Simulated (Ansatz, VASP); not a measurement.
## One calculation of K, two programs

The input INCAR:

```
SYSTEM = K
  PREC = Accurate
  ENCUT = 520
  EDIFF = 1E-6
  ISMEAR = -1
  SIGMA = 0.08
  LREAL = .FALSE.
  LASPH = .TRUE.
  NELM = 60
  ALGO = Normal
  ISIF = 2
  LWAVE = .FALSE.
  LCHARG = .FALSE.
  GGA = PE
  NBANDS = 10
```

The input KPOINTS:

```
Automatic mesh
0
G
  13 13 13
  0 0 0
```

POSCAR

```
K
1.0
    0.0000000000      2.6557236204      2.6557236204
    2.6557236204      0.0000000000      2.6557236204
    2.6557236204      2.6557236204      0.0000000000
K
1
Direct
    0.0000000000      0.0000000000      0.0000000000
```

Input for Ansatz:

```yaml
crystal:
  lattice:
    - [0.0, 2.6557236204, 2.6557236204]
    - [2.6557236204, 0.0, 2.6557236204]
    - [2.6557236204, 2.6557236204, 0.0]
  atoms:
    - { symbol: K, position: [0.0, 0.0, 0.0] }
kpoints:
  mp_grid: { grid: [13, 13, 13] }
scf:
  occupations: { method: fermi_dirac, width: 0.08 }
hamiltonian:
  xc: pbe
  pseudopotentials: { kind: paw }
output:
  forces: true
  stress: true
  eigenvalues: true
```

Change from the starting cell: volume scaled by 0.508, to set the pressure.

Alike in both runs: task single point; functional PBE; k mesh 13 × 13 × 13; occupations fermi-dirac, width 0.08 eV; no spin polarisation.

```csv
,VASP,Ansatz
version,VASP 6.6.1,Ansatz 0.2.0
potentials or method,"VASP PAW PBE potentials, release 64 (K_sv)","PAW with Ansatz's default frozen-core files, scalar-relativistic"
plane-wave cutoff (eV),520,420
valence electrons in the cell,9,9
```

|  | VASP | Ansatz | Ansatz less VASP |
| --- | --- | --- | --- |
| pressure (GPa) | 8.4 | 8.4 | +0.01 |
